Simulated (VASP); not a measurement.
LiH3: single point with PBE

LiH3:

```xyz
8
Lattice="5.6823 0.0000 0.0000 -2.8412 4.9210 0.0000 0.0000 0.0000 2.6443" Properties=species:S:1:pos:R:3 pbc="T T T"
Li    0.0000    3.2807    1.9832
Li    2.8412    1.6403    0.6611
H     1.3181    2.5197    0.6611
H    -1.3181    2.5197    0.6611
H     0.0000    4.8027    0.6611
H     2.8412    0.1184    1.9832
H     1.5231    2.4013    1.9832
H     4.1592    2.4013    1.9832
```

The cell was built from a structure type or drawn by symmetry, and may not be a known phase.

| Quantity | Value |
| --- | --- |
| Program | VASP 6.6.1 |
| Task | single point |
| Functional | PBE |
| Potentials or basis | VASP PAW PBE potentials, release 64 (Li_sv, H) |
| Cutoff | 520 eV |
| k mesh | 6 × 6 × 6 |
| Occupations | gaussian, width 0.1 eV |
| Spin | no spin polarisation |
| Dipole correction | no |
| Further INCAR settings | ALGO = Normal; EDIFF = 1e-06; NBANDS = 16 |

```yaml
Largest_force: 0.011 eV/Å
Band_gap_on_the_k_mesh: zero (bands 6 and 7 overlap by 5.14 eV)
```

Forces on the atoms (eV/Å):
```
Li   0.000  0.000  0.000
Li   0.000  0.000  0.000
H   -0.009  0.005  0.000
H    0.009  0.005  0.000
H    0.000 -0.011  0.000
H    0.000  0.011  0.000
H    0.009 -0.005  0.000
H   -0.009 -0.005  0.000
```

Levels at points of the mesh, in eV from the Fermi level:
```tsv
k point	band 1	band 2	band 3	band 4	band 5	band 6	band 7	band 8	band 9	band 10
(0.00, 0.00, 0.00)	-47.20	-47.19	-9.84	-8.38	-8.38	0.90	1.57	1.57	3.92	8.34
(0.50, 0.00, 0.00)	-47.19	-47.19	-9.40	-8.98	-8.43	0.77	2.83	3.74	3.93	4.21
(0.00, 0.00, 0.50)	-47.16	-47.16	-5.29	-5.29	-3.21	-3.21	-3.21	-3.21	4.83	4.83
(0.50, 0.00, 0.50)	-47.16	-47.16	-5.09	-5.09	-3.55	-3.55	-3.26	-3.26	4.94	4.94
```

Wall time 31 s on 1 thread of Intel(R) Xeon(R) Platinum 8259CL CPU @ 2.50GHz (Skylake/Cascade Lake) (shared host), peak memory 0.17 GiB.

Caveat: the k points lie up to 0.40 Å⁻¹ apart, too coarse for converged energies and pressures of a metal.
